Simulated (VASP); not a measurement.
**Ru: single point with LDA**

Ru:

```xyz
4
Lattice="-1.3375 2.3166 0.0000 0.0000 0.0000 4.2243 4.0124 2.3166 0.0000" Properties=species:S:1:pos:R:3 pbc="T T T"
Ru    0.0000    1.5444    1.0561
Ru    2.6749    1.5444    1.0561
Ru    1.3375    0.7722    3.1683
Ru    2.6749    3.0887    3.1683
```

```json
{"Program": "VASP 6.6.1", "Task": "single point", "Functional": "LDA", "Potentials or basis": "VASP PAW LDA potentials, release 64 (Ru_pv)", "Cutoff": "520 eV", "k mesh": "14 × 9 × 8", "Occupations": "fermi-dirac, width 0.08 eV", "Spin": "no spin polarisation", "Dipole correction": "no", "Further INCAR settings": "ALGO = Normal; EDIFF = 1e-06; NBANDS = 36"}
```

* Pressure: 1.0 GPa
* Largest force: 0.013 eV/Å
* Band gap on the k mesh: zero (band 28 reaches 15.09 eV, above the bottom of band 29 at 12.30 eV)

Forces in eV/Å, atoms in the order of the input:
```
Ru  -0.011 -0.006  0.000
Ru  -0.011 -0.006  0.000
Ru   0.011  0.006  0.000
Ru   0.011  0.006  0.000
```

Stress tensor (GPa, compression positive):
```
 1.06 -0.18  0.00
-0.18  1.27  0.00
 0.00  0.00  0.79
```

Levels at points of the mesh, in eV from the Fermi level:
```csv
k point,band 24,band 25,band 26,band 27,band 28,band 29,band 30,band 31,band 32,band 33
"(0.00, 0.00, 0.00)",-2.04,-1.87,-1.60,-1.49,-1.49,1.26,1.26,1.36,1.52,1.97
"(0.50, 0.00, 0.00)",-2.26,-1.71,-1.71,0.09,0.09,1.61,1.61,1.67,1.67,3.99
"(0.00, 0.00, 0.50)",-2.50,-1.60,-1.60,-0.95,-0.95,-0.67,-0.67,-0.37,-0.37,1.81
"(0.50, 0.00, 0.50)",-1.87,-1.60,-1.60,1.52,1.52,1.97,1.97,2.07,2.07,4.28
```

It took 4.3 min on 1 thread of Oxide Virtual Turin-like Processor (shared host), peak memory 0.31 GiB.
